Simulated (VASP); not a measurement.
Set up this calculation in VASP 6.6.1, as the native input.

```yaml
Task: single point
Functional: r2SCAN
Potentials_or_basis: VASP PAW PBE potentials, release 64 (Ba_sv, Zr_sv, O_h)
Cutoff: 910 eV
k_mesh: 4 × 4 × 4
Occupations: gaussian, width 0.1 eV
Spin: no spin polarisation
Dipole_correction: no
Second_run: hard_potentials
Further_INCAR_settings: ALGO = Normal; EDIFF = 1e-06; NBANDS = 28
```

Crystal: BaZrO3.

```xyz
5
Lattice="4.1815 0.0000 0.0000 0.0000 4.1815 0.0000 0.0000 0.0000 4.1815" Properties=species:S:1:pos:R:3 pbc="T T T"
Ba    2.0907    2.0907    2.0907
Zr    0.0000    0.0000    0.0000
O     2.0907    0.0000    0.0000
O     0.0000    2.0907    0.0000
O     0.0000    0.0000    2.0907
```

The input as run:

POSCAR

```
BaZrO3
1.0
    4.1815000000      0.0000000000      0.0000000000
    0.0000000000      4.1815000000      0.0000000000
    0.0000000000      0.0000000000      4.1815000000
Ba Zr O
1 1 3
Direct
    0.5000000000      0.5000000000      0.5000000000
    0.0000000000      0.0000000000      0.0000000000
    0.5000000000      0.0000000000      0.0000000000
    0.0000000000      0.5000000000      0.0000000000
    0.0000000000      0.0000000000      0.5000000000
```

INCAR.step1

```
ALGO = Normal ; EDIFF = 1E-5
ENCUT = 910 ; GGA = PE
GGA_COMPAT = False ; ISMEAR = 0
LASPH = True ; LCHARG = False
LREAL = False ; LWAVE = True
NBANDS = 28 ; NELM = 120
PREC = Accurate ; SIGMA = 0.1
```

INCAR.step2

```
ALGO = Normal ; EDIFF = 1E-6
ENCUT = 910 ; GGA_COMPAT = False
ISIF = 2 ; ISMEAR = 0
ISTART = 1 ; LASPH = True
LCHARG = False ; LMIXTAU = True
LREAL = False ; LWAVE = False
METAGGA = R2SCAN ; NBANDS = 28
NELM = 120 ; PREC = Accurate
SIGMA = 0.1
```

KPOINTS

```
k-points
0
Gamma
  4 4 4
```

Potentials or basis: VASP PAW PBE potentials, release 64 (Ba_sv, Zr_sv, O_h).

Launch:

```bash
$ cat potpaw_PBE.64/Ba_sv/POTCAR potpaw_PBE.64/Zr_sv/POTCAR potpaw_PBE.64/O_h/POTCAR > POTCAR
$ cp INCAR.step1 INCAR
$ mpirun -np 1 vasp_std > vasp.out
$ cp INCAR.step2 INCAR
$ mpirun -np 1 vasp_std > vasp.out
```

Results of the run:

```yaml
Pressure: 3.8 GPa
Band_gap_on_the_k_mesh: 3.73 eV, indirect (least direct gap 3.96 eV)
```

Caveat: the cutoff is under 1.25 times the usual one of these potentials, so pressure, stress and relaxed cells hold a basis-set (Pulay) error; the PAW data sets were made with another functional, which shifts forces and pressure a little; spin-orbit coupling is left out, which moves the levels of the heavy elements.

It took 91 s on 1 thread of Intel(R) Xeon(R) 6975P-C (Granite Rapids), with other jobs on the host, peak memory 0.3 GiB.
